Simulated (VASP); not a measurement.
# Si (Fd-3m) in VASP: further runs

The runs below take Si through single point, with PBE.

Everything below comes from runs of VASP 6.6.1. Logs are shortened: lines on timing, memory, paths and dates and some standing lists are left out, and cuts for length are marked.

**1. The cell of the first run**

It takes space group Fd-3m (No. 227, cubic). Conventional cell: a = 5.502 Å, b = 5.502 Å, c = 5.502 Å, α = 90.00°, β = 90.00°, γ = 90.00°. Si (site symmetry -43m) has 4 Si at 2.38 Å within 3.1 Å.

**2. Single point, PBE**

INCAR

```
SYSTEM = Si
PREC     = Accurate       ! precision mode
ENCUT    = 500            ! plane-wave cutoff, eV
EDIFF    = 1E-6           ! SCF threshold, eV
ISMEAR   = 0              ! smearing method
SIGMA    = 0.01           ! smearing width, eV
LREAL    = .FALSE.        ! projectors in reciprocal space
LASPH    = .TRUE.         ! aspherical terms in the spheres
NELM     = 120            ! most SCF steps
ALGO     = Normal         ! electronic algorithm
ISIF     = 2              ! what is computed and relaxed
LWAVE    = .FALSE.        ! write WAVECAR
LCHARG   = .FALSE.        ! write CHGCAR
GGA      = PE             ! functional
NBANDS   = 11             ! bands
GGA_COMPAT= .FALSE.
```

KPOINTS

```
Automatic mesh
0
G
  3 3 3
  0 0 0
```

POSCAR

```
Si
1.0
    0.0000000000      2.7512343611      2.7512343611
    2.7512343611      0.0000000000      2.7512343611
    2.7512343611      2.7512343611      0.0000000000
Si
2
Direct
    0.0000000000      0.0000000000      0.0000000000
    0.2500000000      0.2500000000      0.2500000000
```

Potentials or basis: VASP PAW PBE potentials, release 64 (Si).

Launch:

```bash
cat potpaw_PBE.64/Si/POTCAR > POTCAR
mpirun -np 1 vasp_std > vasp.out
```

OUTCAR:

```text
SYSTEM = Si
   PREC = Accurate
   ENCUT = 500
   EDIFF = 1E-6
   ISMEAR = 0
   LREAL = .FALSE.
   LASPH = .TRUE.
   NELM = 120
   ISIF = 2
   GGA = PE

 ion  position               nearest neighbor table
   1  0.000  0.000  0.000-   2 2.38   2 2.38   2 2.38   2 2.38
   2  0.250  0.250  0.250-   1 2.38   1 2.38   1 2.38   1 2.38

  LATTYP: Found a face centered cubic cell.
 ALAT       =     5.5024687222

  Lattice vectors:

 A1 = (   0.0000000000,   2.7512343611,   2.7512343611)
 A2 = (   2.7512343611,   0.0000000000,   2.7512343611)
 A3 = (   2.7512343611,   2.7512343611,   0.0000000000)

Analysis of symmetry for initial positions (statically):
=====================================================================
 Subroutine PRICEL returns:
 Original cell was already a primitive cell.

 Routine SETGRP: Setting up the symmetry group for a
 face centered cubic supercell.

 Subroutine GETGRP returns: Found 48 space group operations
 (whereof 24 operations were pure point group operations)
 out of a pool of 48 trial point group operations.

The static configuration has the point symmetry T_d .
 The point group associated with its full space group is O_h .

Analysis of symmetry for dynamics (positions and initial velocities):
=====================================================================
 Subroutine PRICEL returns:
 Original cell was already a primitive cell.

 Routine SETGRP: Setting up the symmetry group for a
 face centered cubic supercell.

 Subroutine GETGRP returns: Found 48 space group operations
 (whereof 24 operations were pure point group operations)
 out of a pool of 48 trial point group operations.

The dynamic configuration has the point symmetry T_d .
 The point group associated with its full space group is O_h .

 Subroutine INISYM returns: Found 48 space group operations
 (whereof 24 operations are pure point group operations),
 and found     1 'primitive' translations

----------------------------------------------------------------------------------------

                                     Primitive cell

  volume of cell :      41.6498

  direct lattice vectors                    reciprocal lattice vectors
     0.000000000  2.751234361  2.751234361    -0.181736608  0.181736608  0.181736608
     2.751234361  0.000000000  2.751234361     0.181736608 -0.181736608  0.181736608
     2.751234361  2.751234361  0.000000000     0.181736608  0.181736608 -0.181736608

  length of vectors
     3.890832947  3.890832947  3.890832947     0.314777038  0.314777038  0.314777038

  position of ions in fractional coordinates (direct lattice)
     0.000000000  0.000000000  0.000000000
     0.250000000  0.250000000  0.250000000

  ion indices of the primitive-cell ions
   primitive index   ion index
                 1           1
                 2           2

----------------------------------------------------------------------------------------

 KPOINTS: Automatic mesh

Automatic generation of k-mesh.
 Grid dimensions read from file:
 generate k-points for:    3    3    3

 Generating k-lattice:

  Cartesian coordinates                     Fractional coordinates (reciprocal lattice)
    -0.060578869  0.060578869  0.060578869     0.333333333  0.000000000  0.000000000
     0.060578869 -0.060578869  0.060578869     0.000000000  0.333333333  0.000000000
     0.060578869  0.060578869 -0.060578869     0.000000000  0.000000000  0.333333333

  Length of vectors
     0.104925679  0.104925679  0.104925679

  Shift w.r.t. Gamma in fractional coordinates (k-lattice)
     0.000000000  0.000000000  0.000000000

 Subroutine IBZKPT returns following result:
 ===========================================

 Found      4 irreducible k-points:

 Following reciprocal coordinates:
            Coordinates               Weight
  0.000000  0.000000  0.000000      1.000000
  0.333333  0.000000  0.000000      8.000000
  0.333333  0.333333  0.000000      6.000000
 -0.333333  0.333333  0.000000     12.000000
   k-points           NKPTS =      4   k-points in BZ     NKDIM =      4   number of bands    NBANDS=     11
   number of dos      NEDOS =    301   number of ions     NIONS =      2
   total plane-waves  NPLWV =  21952
   dimension x,y,z NGX =    28 NGY =   28 NGZ =   28
   dimension x,y,z NGXF=    56 NGYF=   56 NGZF=   56
   ions per type =               2
   NGX,Y,Z   is equivalent  to a cutoff of  11.96, 11.96, 11.96 a.u.
   NGXF,Y,Z  is equivalent  to a cutoff of  23.93, 23.93, 23.93 a.u.
 SYSTEM =  Si
   PREC   = accura    normal or accurate (medium, high low for compatibility)
   ISTART =      0    job   : 0-new  1-cont  2-samecut
   ICHARG =      2    charge: 1-file 2-atom 10-const
   ISPIN  =      1    spin polarized calculation?
   LNONCOLLINEAR =      F non collinear calculations
   LSORBIT =      F    spin-orbit coupling
   LASPH  =      T    aspherical Exc in radial PAW
   ENCUT  =  500.0 eV  36.75 Ry    6.06 a.u.   7.09  7.09  7.09*2*pi/ulx,y,z
   NELM   =    120;   NELMIN=  2; NELMDL= -5     # of ELM steps
   EDIFF  = 0.1E-05   stopping-criterion for ELM
   LREAL  =      F    real-space projection
   EDIFFG = 0.1E-04   stopping-criterion for IOM
   NSW    =      0    number of steps for IOM
   IBRION =     -1    ionic relax: 0-MD 1-quasi-New 2-CG
   NFREE  =      0    steps in history (QN), initial steepest desc. (CG)
   ISIF   =      2    stress and relaxation
   ISYM   =      2    0-nonsym 1-usesym 2-fastsym
   POTIM  = 0.5000    time-step for ionic-motion
   TEBEG  =    0.0;   TEEND  =   0.0 temperature during run
   PSTRESS=    0.0 pullay stress
   NELECT =       8.0000    total number of electrons
   NUPDOWN=      -1.0000    fix difference up-down
   EMIN   =  10.00;   EMAX   =-10.00  energy-range for DOS
   EFERMI =   0.00;   METHOD = LEGACY
   ISMEAR =     0;   SIGMA  =   0.01  broadening in eV -4-tet -1-fermi 0-gaus
   EFERMI_NEDOS =   21; number of points for ismear=-14 and -15
   IALGO  =     38    algorithm
   IMIX   =      4    mixing-type and parameters
     AMIX     =   0.40;   BMIX     =  1.00
     AMIX_MAG =   1.60;   BMIX_MAG =  1.00
  volume/ion in A,a.u.               =      20.82       140.53
  Fermi-wavevector in a.u.,A,eV,Ry     =   0.944569  1.784977 12.139274  0.892211
  Thomas-Fermi vector in A             =   2.072387
   LORBIT       =      0    0 simple, 1 ext, 2 COOP (PROOUT), +10 PAW based schemes
   GGA     = PE    functional components
   LHFCALC =     F    Hartree Fock is set to
   AEXX    =    0.0000 exact exchange contribution
   IVDW    =     0    specifies the selected vdW correction
   LEPSILON=     F    determine dielectric tensor
   LRPA    =     F    only Hartree local field effects (RPA)
 non-spin polarized calculation
 Gauss-broadening in eV      SIGMA  =   0.01
  energy-cutoff  :      500.00
  volume of cell :       41.65
 maximum number of plane-waves:      1067
   NGX = 15   NGY = 15   NGZ = 15

 number of electron       7.9999999 magnetization

 Free energy of the ion-electron system (eV)
  ---------------------------------------------------
  ext. energy  EPLUGINS =         0.00000000
  ---------------------------------------------------
  free energy    TOTEN  =       -10.24690547 eV

  energy without entropy =      -10.24690547  energy(sigma->0) =      -10.24690547

 E-fermi :   5.6269     XC(G=0):  -9.1873

 val. band max:        5.5405745640   @ k =   0.0000   0.0000   0.0000
 cond. band min:       6.2883390084   @ k =   0.3333   0.3333   0.0000
 fundamental gap:      0.7477644443
 Fermi energy:         5.6268851358

 k-point     1 :       0.0000    0.0000    0.0000
  band No.  band energies     occupation
      1      -6.1695      2.00000
      2       5.5406      2.00000
      3       5.5406      2.00000
      4       5.5406      2.00000
      5       8.0462      0.00000
      6       8.0462      0.00000
      7       8.0462      0.00000
      8       8.4749      0.00000
      9      13.1863      0.00000
     10      13.1863      0.00000
     11      13.3526      0.00000

 k-point     2 :       0.3333    0.0000    0.0000
  band No.  band energies     occupation
      1      -4.8400      2.00000
      2       0.3059      2.00000
      3       4.5628      2.00000
      4       4.5628      2.00000
      5       7.1521      0.00000
      6       8.9946      0.00000
      7       8.9946      0.00000
      8      13.2279      0.00000
      9      13.4236      0.00000
     10      13.4236      0.00000
     11      14.4017      0.00000

 k-point     3 :       0.3333    0.3333    0.0000
  band No.  band energies     occupation
      1      -4.3265      2.00000
      2       0.5596      2.00000
      3       3.1941      2.00000
      4       3.1941      2.00000
      5       6.2883      0.00000
      6       7.5440      0.00000
      7      12.6136      0.00000
      8      12.6136      0.00000
      9      14.9521      0.00000
     10      15.2756      0.00000
     11      18.3227      0.00000

 k-point     4 :      -0.3333    0.3333    0.0000
  band No.  band energies     occupation
      1      -3.0234      2.00000
      2      -1.1378      2.00000
      3       1.2836      2.00000
      4       3.4882      2.00000
      5       7.1060      0.00000
      6      11.2765      0.00000
      7      11.8477      0.00000
      8      12.4059      0.00000
      9      12.6938      0.00000
     10      13.1417      0.00000
     11      19.6478      0.00000

------------------------ aborting loop because EDIFF is reached ----------------------------------------

  FORCE on cell =-STRESS in cart. coord.  units (eV):
  Direction    XX          YY          ZZ          XY          YZ          ZX
  --------------------------------------------------------------------------------------
  -------------------------------------------------------------------------------------
  Total        0.0374545      0.0374545      0.0374545      0.0000000      0.0000000      0.0000000
  in kB        1.4407949      1.4407949      1.4407949      0.0000000      0.0000000      0.0000000
  external PRESSURE =       1.4407949 kB  Pullay stress =       0.0000000 kB

 VOLUME and BASIS-vectors are now :
 -----------------------------------------------------------------------------
  energy-cutoff  :      500.00
  volume of cell :       41.65
      direct lattice vectors                 reciprocal lattice vectors
     0.000000000  2.751234361  2.751234361    -0.181736608  0.181736608  0.181736608
     2.751234361  0.000000000  2.751234361     0.181736608 -0.181736608  0.181736608
     2.751234361  2.751234361  0.000000000     0.181736608  0.181736608 -0.181736608

 POSITION                                       TOTAL-FORCE (eV/Angst)
 -----------------------------------------------------------------------------------
      0.00000      0.00000      0.00000         0.000000     -0.000000     -0.000000
      1.37562      1.37562      1.37562        -0.000000      0.000000      0.000000
 -----------------------------------------------------------------------------------
    total drift:                                0.000000      0.000000     -0.000000

  FREE ENERGIE OF THE ION-ELECTRON SYSTEM (eV)
  ---------------------------------------------------
  free  energy   TOTEN  =       -10.2469054694 eV

  energy  without entropy=      -10.2469054694  energy(sigma->0) =      -10.24690547
```

Run time: 2 s. Hardware: 1 thread of Intel Xeon Platinum 8488C (Sapphire Rapids), shared host; peak memory 0.14 GiB.

Results:

```yaml
Free_energy: -10.2469 eV
Pressure: 0.1 GPa
Band_gap_on_the_k_mesh: 0.75 eV, indirect (least direct gap 2.51 eV)
```

Levels at points of the mesh, in eV from the valence-band top:
| k point | band 1 | band 2 | band 3 | band 4 | band 5 | band 6 | band 7 | band 8 | band 9 |
| --- | --- | --- | --- | --- | --- | --- | --- | --- | --- |
| (0.00, 0.00, 0.00) | -11.71 | 0.00 | 0.00 | 0.00 | 2.51 | 2.51 | 2.51 | 2.93 | 7.65 |

Caveat: the k points lie up to 0.66 Å⁻¹ apart. Expect the measured gap to be larger: semilocal functionals such as PBE lack the derivative discontinuity.

**3. Single point, PBE**

This run uses another cell than the first one, of 18.42 Å³/atom, 0.885 times its volume.

INCAR

```
ALGO = Normal
EDIFF = 1E-6
ENCUT = 500
GGA = PE
GGA_COMPAT = F
ISIF = 2
ISMEAR = 0
LASPH = T
LCHARG = F
LREAL = F
LWAVE = F
NBANDS = 11
NELM = 120
PREC = Accurate
SIGMA = 0.01
```

KPOINTS

```
k-points
0
Gamma
  3 3 3
```

POSCAR

```
Si
1.0
    0.0000000000      2.6410649576      2.6410649576
    2.6410649576      0.0000000000      2.6410649576
    2.6410649576      2.6410649576      0.0000000000
Si
2
Direct
    0.0000000000      0.0000000000      0.0000000000
    0.2500000000      0.2500000000      0.2500000000
```

Potentials or basis: VASP PAW PBE potentials, release 64 (Si).

Launch:

```bash
cat potpaw_PBE.64/Si/POTCAR > POTCAR
mpirun -np 1 vasp_std > vasp.out
```

OUTCAR:

```text
EDIFF = 1E-6
   ENCUT = 500
   GGA = PE
   ISIF = 2
   ISMEAR = 0
   LASPH = T
   LREAL = F
   NELM = 120
   PREC = Accurate

 ion  position               nearest neighbor table
   1  0.000  0.000  0.000-   2 2.29   2 2.29   2 2.29   2 2.29
   2  0.250  0.250  0.250-   1 2.29   1 2.29   1 2.29   1 2.29

  LATTYP: Found a face centered cubic cell.
 ALAT       =     5.2821299152

  Lattice vectors:

 A1 = (   0.0000000000,   2.6410649576,   2.6410649576)
[... 221 lines left out ...]
------------------------ aborting loop because EDIFF is reached ----------------------------------------

  FORCE on cell =-STRESS in cart. coord.  units (eV):
  Direction    XX          YY          ZZ          XY          YZ          ZX
  --------------------------------------------------------------------------------------
  -------------------------------------------------------------------------------------
  Total        3.2758251      3.2758251      3.2758251      0.0000000      0.0000000     -0.0000000
  in kB      142.4505209    142.4505209    142.4505209      0.0000000      0.0000000     -0.0000000
  external PRESSURE =     142.4505209 kB  Pullay stress =       0.0000000 kB

 VOLUME and BASIS-vectors are now :
 -----------------------------------------------------------------------------
  energy-cutoff  :      500.00
  volume of cell :       36.84
      direct lattice vectors                 reciprocal lattice vectors
     0.000000000  2.641064958  2.641064958    -0.189317570  0.189317570  0.189317570
     2.641064958  0.000000000  2.641064958     0.189317570 -0.189317570  0.189317570
     2.641064958  2.641064958  0.000000000     0.189317570  0.189317570 -0.189317570

 POSITION                                       TOTAL-FORCE (eV/Angst)
 -----------------------------------------------------------------------------------
      0.00000      0.00000      0.00000         0.000000      0.000000      0.000000
      1.32053      1.32053      1.32053        -0.000000     -0.000000     -0.000000
 -----------------------------------------------------------------------------------
    total drift:                                0.000000      0.000000     -0.000000

  FREE ENERGIE OF THE ION-ELECTRON SYSTEM (eV)
  ---------------------------------------------------
  free  energy   TOTEN  =       -10.0521545433 eV

  energy  without entropy=      -10.0521545433  energy(sigma->0) =      -10.05215454
```

OSZICAR:

```text
N       E                     dE             d eps       ncg     rms          rms(c)
DAV:   1     0.926316896926E+01    0.92632E+01   -0.30645E+03    88   0.553E+02
DAV:   2    -0.946649115911E+01   -0.18730E+02   -0.16581E+02   111   0.809E+01
DAV:   3    -0.103513005371E+02   -0.88481E+00   -0.88146E+00   100   0.150E+01
DAV:   4    -0.103582450906E+02   -0.69446E-02   -0.69434E-02   105   0.179E+00
DAV:   5    -0.103583059044E+02   -0.60814E-04   -0.60813E-04   106   0.137E-01    0.568E+00
DAV:   6    -0.101414652503E+02    0.21684E+00   -0.12281E-01    94   0.148E+00    0.352E+00
DAV:   7    -0.100491611685E+02    0.92304E-01   -0.22983E-01    94   0.217E+00    0.332E-01
DAV:   8    -0.100517684882E+02   -0.26073E-02   -0.10308E-02    97   0.544E-01    0.868E-02
DAV:   9    -0.100521031261E+02   -0.33464E-03   -0.29504E-04   103   0.106E-01    0.690E-02
DAV:  10    -0.100521546654E+02   -0.51539E-04   -0.50678E-05    94   0.413E-02    0.128E-02
DAV:  11    -0.100521545433E+02    0.12216E-06   -0.24250E-06   103   0.830E-03
   1 F= -.10052155E+02 E0= -.10052155E+02  d E =-.236361E-17
```

stdout:

```text
POSCAR found type information on POSCAR Si
 POSCAR found :  1 types and       2 ions
 scaLAPACK will be used
 LDA part: xc-table for (Slater+PW92), standard interpolation
 POSCAR, INCAR and KPOINTS ok, starting setup
 FFT: planning ... GRIDC
 FFT: planning ... GRID_SOFT
 FFT: planning ... GRID
 WAVECAR not read
 entering main loop
```

Run time: 1.9 s. Hardware: 1 thread of Intel Xeon Platinum 8488C (Sapphire Rapids), shared host; peak memory 0.14 GiB.

What came out:

* Free energy: -10.0522 eV
* Pressure: 14.2 GPa
* Band gap on the k mesh: 0.55 eV, indirect (least direct gap 2.55 eV)

Caveat: the k points lie up to 0.69 Å⁻¹ apart. A k mesh can miss the band edges.

(Part 1 of 2 ends here.)
